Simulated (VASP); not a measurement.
Set up this calculation in VASP 6.6.1, as the native input.

* Task: electric field gradients
* Functional: PBEsol
* Potentials or basis: VASP PAW PBE potentials, release 64 (Lu, Se)
* Cutoff: 520 eV
* k mesh: 9 × 9 × 9
* Occupations: fermi-dirac, width 0.02 eV
* Spin: no spin polarisation
* Dipole correction: no
* Further INCAR settings: ALGO = Normal; EDIFF = 1e-08; NBANDS = 22

The structure of LuSe lies in POSCAR:

```
LuSe
1.0
    0.0000000000      2.7880000000      2.7880000000
    2.7880000000      0.0000000000      2.7880000000
    2.7880000000      2.7880000000      0.0000000000
Lu Se
1 1
Direct
    0.0000000000      0.0000000000      0.0000000000
    0.5000000000      0.5000000000      0.5000000000
```

These files were run (other wordings do the same):

INCAR

```
SYSTEM = LuSe
PREC = Accurate ; ENCUT = 520
EDIFF = 1E-8 ; ISMEAR = -1
SIGMA = 0.02 ; LREAL = .FALSE.
LASPH = .TRUE. ; NELM = 80
ALGO = Normal ; ISIF = 2
LWAVE = .FALSE. ; LCHARG = .FALSE.
GGA = PS ; LEFG = .TRUE.
NBANDS = 22
```

KPOINTS

```
Automatic mesh
0
G
  9 9 9
  0 0 0
```

Potentials or basis: VASP PAW PBE potentials, release 64 (Lu, Se).

Run with:

```console
$ cat potpaw_PBE.64/Lu/POTCAR potpaw_PBE.64/Se/POTCAR > POTCAR
$ mpirun -np 1 vasp_std > vasp.out
```

It gave:

```
Pressure : -0.8 GPa
```

Caveat: without QUAD_EFG the Cq values of the log hold for a quadrupole moment of 1 mb, not for the nuclei; the PAW data sets were made with another functional, which shifts forces and pressure a little.

It took 56 s on 1 thread of AMD EPYC 7R13 Processor (Zen 3) (shared host), peak memory 0.17 GiB.
